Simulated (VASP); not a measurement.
# As (P6/mmm) in VASP: a series of runs, part 2 of 2

VASP 6.6.1. Earlier steps stand in the parts before.

### Step 3. Single point, PBE0

This run uses another cell than the first one, of 24.45 Å³/atom.

POSCAR

```
As
1.0
    4.4169879952      0.0000000000      0.0000000000
   -2.2084939976      3.8252238120      0.0000000000
    0.0000000000      0.0000000000      2.8936079435
As
2
Direct
    0.3333333333      0.6666666667      0.0000000000
    0.6666666667      0.3333333333      0.0000000000
```

INCAR.step1

```
SYSTEM = As
PREC = Accurate ; ENCUT = 520
EDIFF = 1E-5 ; ISMEAR = -1
SIGMA = 0.05 ; LREAL = .False.
LASPH = .True. ; NELM = 80
ALGO = Normal ; ISIF = 2
LWAVE = .True. ; LCHARG = .False.
NBANDS = 12 ; GGA = PE
```

INCAR.step2

```
SYSTEM = As
PREC = Accurate ; ENCUT = 520
EDIFF = 1E-6 ; ISMEAR = -1
SIGMA = 0.05 ; LREAL = .False.
LASPH = .True. ; NELM = 80
ALGO = Normal ; ISIF = 2
LWAVE = .False. ; LCHARG = .False.
GGA = PE ; LHFCALC = .True.
AEXX = 0.25 ; PRECFOCK = Normal
NBANDS = 12 ; ISTART = 1
```

KPOINTS

```
Automatic mesh
0
Gamma
  4 4 5
  0 0 0
```

Potentials or basis: VASP PAW PBE potentials, release 64 (As).

Run with:

```
cat potpaw_PBE.64/As/POTCAR > POTCAR
cp INCAR.step1 INCAR
mpirun -np 1 vasp_std > vasp.out
cp INCAR.step2 INCAR
mpirun -np 1 vasp_std > vasp.out
```

OUTCAR:

```text
SYSTEM = As
   PREC = Accurate
   ENCUT = 520
   EDIFF = 1E-6
   ISMEAR = -1
   LREAL = .False.
   LASPH = .True.
   NELM = 80
   ISIF = 2
   GGA = PE
   LHFCALC = .True.
   AEXX = 0.25
   PRECFOCK = Normal
   ISTART = 1

 ion  position               nearest neighbor table
   1  0.333  0.667  0.000-   2 2.55   2 2.55   2 2.55
   2  0.667  0.333  0.000-   1 2.55   1 2.55   1 2.55

  LATTYP: Found a hexagonal cell.
 ALAT       =     4.4169879952
 C/A-ratio  =     0.6551088540

  Lattice vectors:

 A1 = (   4.4169879952,   0.0000000000,   0.0000000000)
 A2 = (  -2.2084939976,   3.8252238120,   0.0000000000)
 A3 = (   0.0000000000,   0.0000000000,   2.8936079435)

Analysis of symmetry for initial positions (statically):
=====================================================================
 Subroutine PRICEL returns:
 Original cell was already a primitive cell.

 Routine SETGRP: Setting up the symmetry group for a
 hexagonal supercell.

 Subroutine GETGRP returns: Found 24 space group operations
[... 169 lines left out ...]
      1     -12.5308      2.00000
      2      -5.1490      2.00000
      3      -1.1331      2.00000
      4      -1.1331      2.00000
      5       4.9261      0.00000
      6       4.9261      0.00000
      7       7.1517      0.00000
      8       9.7221      0.00000
      9      12.4143      0.00000
     10      12.5783      0.00000
     11      20.6563      0.00000
     12      20.7892      0.00000
[... 151 lines left out ...]
 k-point    12 :       0.2500    0.2500    0.4000
  band No.  band energies     occupation
      1      -8.9065      2.00000
      2      -6.8983      2.00000
      3      -1.2590      2.00000
      4      -1.1957      2.00000
      5       0.5578      2.00000
      6       5.1686      0.00000
      7       7.3449      0.00000
      8       8.7331      0.00000
      9      11.9197      0.00000
     10      12.9385      0.00000
     11      13.4225      0.00000
     12      14.8139      0.00000

------------------------ aborting loop because EDIFF is reached ----------------------------------------

  FORCE on cell =-STRESS in cart. coord.  units (eV):
  Direction    XX          YY          ZZ          XY          YZ          ZX
  --------------------------------------------------------------------------------------
  -------------------------------------------------------------------------------------
  Total       -0.1283106     -0.1283106     -0.0911249      0.0000000      0.0000000      0.0000000
  in kB       -4.2048490     -4.2048490     -2.9862419      0.0000000      0.0000000      0.0000000
  external PRESSURE =      -3.7986467 kB  Pullay stress =       0.0000000 kB

 VOLUME and BASIS-vectors are now :
 -----------------------------------------------------------------------------
  energy-cutoff  :      520.00
  volume of cell :       48.89
      direct lattice vectors                 reciprocal lattice vectors
     4.416987995  0.000000000  0.000000000     0.226398623  0.130711306  0.000000000
    -2.208493998  3.825223812  0.000000000     0.000000000  0.261422612  0.000000000
     0.000000000  0.000000000  2.893607944     0.000000000  0.000000000  0.345589319

 POSITION                                       TOTAL-FORCE (eV/Angst)
 -----------------------------------------------------------------------------------
     -0.00000      2.55015      0.00000         0.000000     -0.000000     -0.000000
      2.20849      1.27507      0.00000        -0.000000      0.000000      0.000000
 -----------------------------------------------------------------------------------
    total drift:                                0.000000     -0.000000      0.000000

  FREE ENERGIE OF THE ION-ELECTRON SYSTEM (eV)
  ---------------------------------------------------
  free  energy   TOTEN  =       -11.5986334855 eV

  energy  without entropy=      -11.5933060095  energy(sigma->0) =      -11.59596975
```

OUTCAR.step1:

```text
SYSTEM = As
   PREC = Accurate
   ENCUT = 520
   EDIFF = 1E-5
   ISMEAR = -1
   LREAL = .False.
[... 388 lines left out ...]
     -0.00000      2.55015      0.00000         0.000000     -0.000000     -0.000000
      2.20849      1.27507      0.00000        -0.000000      0.000000      0.000000
 -----------------------------------------------------------------------------------
    total drift:                                0.000000      0.000000      0.000000

  FREE ENERGIE OF THE ION-ELECTRON SYSTEM (eV)
  ---------------------------------------------------
  free  energy   TOTEN  =        -8.7873874007 eV

  energy  without entropy=       -8.7773882186  energy(sigma->0) =       -8.78238781
```

It took 10 min on 1 thread of Intel Xeon 8259CL, shared host; peak memory 0.18 GiB.

Results:

```
Free energy            : -11.5986 eV
Pressure               : -0.4 GPa
Band gap on the k mesh : zero (bands 5 and 6 overlap by 5.42 eV)
```

Stress tensor (GPa, compression positive):
```
-0.42  0.00  0.00
 0.00 -0.42  0.00
 0.00  0.00 -0.30
```

Caveat: the k points lie up to 0.43 Å⁻¹ apart, too coarse for converged energies and pressures of a metal; the PAW data sets were made with another functional, which shifts forces and pressure a little.

### Step 4. Single point, PBE-based screened hybrid with 5 % exact exchange

POSCAR

```
As
1.0
    4.5664000000      0.0000000000      0.0000000000
   -2.2832000000      3.9546200000      0.0000000000
    0.0000000000      0.0000000000      2.8337400000
As
2
Direct
    0.3333300000      0.6666700000      0.0000000000
    0.6666700000      0.3333300000      0.0000000000
```

INCAR.step1

```
ALGO = Normal ; EDIFF = 1E-5
ENCUT = 520 ; GGA = PE
ISIF = 2 ; ISMEAR = -1
LASPH = T ; LCHARG = F
LREAL = F ; LWAVE = T
NBANDS = 12 ; NELM = 100
PREC = Accurate ; SIGMA = 0.05
```

INCAR.step2

```
AEXX = 0.05 ; ALGO = Normal
EDIFF = 1E-6 ; ENCUT = 520
GGA = PE ; HFSCREEN = 0.2
ISIF = 2 ; ISMEAR = -1
ISTART = 1 ; LASPH = T
LCHARG = F ; LHFCALC = T
LREAL = F ; LWAVE = F
NBANDS = 12 ; NELM = 100
PREC = Accurate ; PRECFOCK = Normal
SIGMA = 0.05
```

KPOINTS

```
k-points
0
Gamma
  4 4 5
```

Potentials or basis: VASP PAW PBE potentials, release 64 (As).

Run with:

```
cat potpaw_PBE.64/As/POTCAR > POTCAR
cp INCAR.step1 INCAR
mpirun -np 1 vasp_std > vasp.out
cp INCAR.step2 INCAR
mpirun -np 1 vasp_std > vasp.out
```

OUTCAR:

```text
AEXX = 0.05
   EDIFF = 1E-6
   ENCUT = 520
   GGA = PE
   HFSCREEN = 0.2
   ISIF = 2
   ISMEAR = -1
   ISTART = 1
   LASPH = T
   LHFCALC = T
   LREAL = F
   NELM = 100
   PREC = Accurate
   PRECFOCK = Normal

 ion  position               nearest neighbor table
   1  0.333  0.667  0.000-   2 2.64   2 2.64   2 2.64
   2  0.667  0.333  0.000-   1 2.64   1 2.64   1 2.64

  LATTYP: Found a hexagonal cell.
 ALAT       =     4.5664000000
[... 506 lines left out ...]
     12      13.3857      0.00000

------------------------ aborting loop because EDIFF is reached ----------------------------------------

  FORCE on cell =-STRESS in cart. coord.  units (eV):
  Direction    XX          YY          ZZ          XY          YZ          ZX
  --------------------------------------------------------------------------------------
  -------------------------------------------------------------------------------------
  Total       -1.1701653     -1.1703733      1.3576221     -0.0001793      0.0000000      0.0000000
  in kB      -36.6369315    -36.6434432     42.5060507     -0.0056137      0.0000000      0.0000000
  external PRESSURE =     -10.2581080 kB  Pullay stress =       0.0000000 kB

 VOLUME and BASIS-vectors are now :
 -----------------------------------------------------------------------------
  energy-cutoff  :      520.00
  volume of cell :       51.17
      direct lattice vectors                 reciprocal lattice vectors
     4.566400000  0.000000000  0.000000000     0.218990890  0.126434398  0.000000000
    -2.283200000  3.954620000  0.000000000     0.000000000  0.252868796  0.000000000
     0.000000000  0.000000000  2.833740000     0.000000000  0.000000000  0.352890526

 POSITION                                       TOTAL-FORCE (eV/Angst)
 -----------------------------------------------------------------------------------
     -0.00002      2.63643      0.00000        -0.000056      0.000032      0.000000
      2.28322      1.31819      0.00000         0.000056     -0.000032      0.000000
 -----------------------------------------------------------------------------------
    total drift:                                0.000000      0.000000     -0.000000

  FREE ENERGIE OF THE ION-ELECTRON SYSTEM (eV)
  ---------------------------------------------------
  free  energy   TOTEN  =        -9.0954030325 eV

  energy  without entropy=       -9.0810705747  energy(sigma->0) =       -9.08823680
```

Wall time 14 min (1 thread of Intel Xeon 8259CL, shared host); peak memory 0.28 GiB.

What came out:

```yaml
Free_energy: -9.0954 eV
Pressure: -1.0 GPa
Band_gap_on_the_k_mesh: zero (bands 5 and 6 overlap by 3.62 eV)
```

Stress tensor (GPa, compression positive):
```
-3.66  0.00  0.00
 0.00 -3.66  0.00
 0.00  0.00  4.25
```

Levels at points of the mesh, in eV from the Fermi level:
| k point | band 1 | band 2 | band 3 | band 4 | band 5 | band 6 | band 7 | band 8 | band 9 | band 10 |
| --- | --- | --- | --- | --- | --- | --- | --- | --- | --- | --- |
| (0.00, 0.00, 0.00) | -14.59 | -8.83 | -4.41 | -4.41 | 0.03 | 0.03 | 3.27 | 4.67 | 7.28 | 8.46 |
| (0.50, 0.00, 0.00) | -13.31 | -11.79 | -5.32 | -3.27 | 2.33 | 3.59 | 4.33 | 5.56 | 5.64 | 8.09 |
| (0.50, 0.50, 0.00) | -13.31 | -11.79 | -5.32 | -3.27 | 2.33 | 3.59 | 4.33 | 5.56 | 5.64 | 8.09 |

Caveat: the k points lie up to 0.44 Å⁻¹ apart, too coarse for converged energies and pressures of a metal; the PAW data sets were made with another functional, which shifts forces and pressure a little.

### Step 5. The runs side by side

| level | cell | share of exact exchange | screening parameter | gap on the mesh (eV) | pressure (GPa) |
| --- | --- | --- | --- | --- | --- |
| r2SCAN0 | a = 4.566, b = 4.566, c = 2.834 Å, angles 90.0, 90.0, 120.0°, 2 atoms | 0.25 | - | none | -4.3 |
| PBE0 | a = 4.417, b = 4.417, c = 2.894 Å, angles 90.0, 90.0, 120.0°, 2 atoms | 0.25 | - | none | -0.4 |
| PBE-based screened hybrid with 5 % exact exchange | a = 4.566, b = 4.566, c = 2.834 Å, angles 90.0, 90.0, 120.0°, 2 atoms | 0.05 | 0.2 1/Å | none | -1.0 |

Alike in all rows: task single point; potentials or basis VASP PAW PBE potentials, release 64 (As); no spin polarisation; k mesh 4 × 4 × 5; cutoff (eV) 520; smearing fermi-dirac 0.05 eV.

Caveats: all runs use coarse meshes; the PAW data sets were made with another functional, which shifts forces and pressure a little.

Total energies depend on the potentials used, so only differences within one code and one set of settings carry meaning.
